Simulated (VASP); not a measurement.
# WC: single point with r2SCAN

The system is WC.

```xyz
2
Lattice="0.0000 2.1927 2.1927 2.1927 0.0000 2.1927 2.1927 2.1927 0.0000" Properties=species:S:1:pos:R:3 pbc="T T T"
W     0.0014   -0.0019   -0.0013
C     2.1708    2.2221    2.2130
```

```
Program             : VASP 6.6.1
Task                : single point
Functional          : r2SCAN
Potentials or basis : VASP PAW PBE potentials, release 64 (W_sv, C)
Cutoff              : 660 eV
k mesh              : 4 × 4 × 4
Occupations         : fermi-dirac, width 0.1 eV
Spin                : no spin polarisation
```

```yaml
Pressure: -4.6 GPa
Largest_force: 0.503 eV/Å
Band_gap_on_the_k_mesh: zero (band 9 reaches 13.51 eV, above the bottom of band 10 at 11.01 eV)
```

Forces on the atoms (eV/Å):
```
W   -0.263  0.352  0.244
C    0.263 -0.352 -0.244
```

Stress tensor (GPa, compression positive):
```
-4.63 -0.06 -0.04
-0.06 -4.40  0.06
-0.04  0.06 -4.66
```

Levels at points of the mesh, in eV from the Fermi level:
| k point | band 6 | band 7 | band 8 | band 9 | band 10 | band 11 | band 12 | band 13 |
| --- | --- | --- | --- | --- | --- | --- | --- | --- |
| (0.00, 0.00, 0.00) | -2.58 | -2.53 | -2.51 | -1.15 | -1.06 | -0.76 | -0.43 | -0.35 |
| (0.50, 0.00, 0.00) | -9.85 | -6.62 | -6.62 | 1.44 | 1.44 | 2.84 | 5.71 | 9.50 |
| (0.00, 0.50, 0.00) | -9.86 | -6.61 | -6.60 | 1.44 | 1.44 | 2.83 | 5.67 | 9.47 |
| (0.00, 0.00, 0.50) | -9.86 | -6.61 | -6.59 | 1.44 | 1.44 | 2.83 | 5.66 | 9.45 |
| (0.50, 0.50, 0.50) | -9.86 | -6.61 | -6.60 | 1.44 | 1.44 | 2.83 | 5.67 | 9.47 |
| (0.50, 0.50, 0.00) | -5.58 | -5.57 | -2.42 | -2.36 | 1.23 | 2.69 | 2.69 | 6.05 |
| (0.00, 0.50, 0.50) | -5.58 | -5.57 | -2.42 | -2.36 | 1.23 | 2.69 | 2.69 | 6.05 |
| (0.50, 0.00, 0.50) | -5.58 | -5.56 | -2.41 | -2.37 | 1.23 | 2.69 | 2.69 | 6.03 |

Wall time 34 s on 1 thread of Intel(R) Xeon(R) 6975P-C (Granite Rapids), on a shared host, peak memory 0.17 GiB.

Caveat: the k points lie up to 0.62 Å⁻¹ apart; the PAW data sets were made with another functional, which shifts forces and pressure a little; spin-orbit coupling is left out, which moves the levels of the heavy elements.
